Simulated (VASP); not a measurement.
Re:

```xyz
1
Lattice="0.0000 1.9750 1.9750 1.9750 0.0000 1.9750 1.9750 1.9750 0.0000" Properties=species:S:1:pos:R:3 pbc="T T T"
Re    0.0000    0.0000    0.0000
```

Base run:

```yaml
Program: VASP 6.6.1
Functional: PBE
Potentials_or_basis: VASP PAW PBE potentials, release 64 (Re)
Cutoff: 520 eV
k_mesh: 14 × 14 × 14
Occupations: fermi-dirac, width 0.03 eV
Spin: no spin polarisation
```

Its results: pressure -9.8 GPa.

After a change of settings the same cell gave: pressure -15.6 GPa. Which change was it?
A. spin from no spin polarisation to non-collinear spin, zero start, spin-orbit coupling; further incar settings from ALGO = Normal; EDIFF = 1e-08; NBANDS = 10 to ALGO = Normal; EDIFF = 1e-06; NBANDS = 18
B. functional from PBE to r2SCAN
C. spin from no spin polarisation to non-collinear spin, zero start, spin-orbit coupling; further incar settings from ALGO = Normal; EDIFF = 1e-08; NBANDS = 10 to ALGO = Normal; EDIFF = 1e-08; NBANDS = 18

B.

Caveats: the PAW data sets were made with another functional, which shifts forces and pressure a little (some runs).
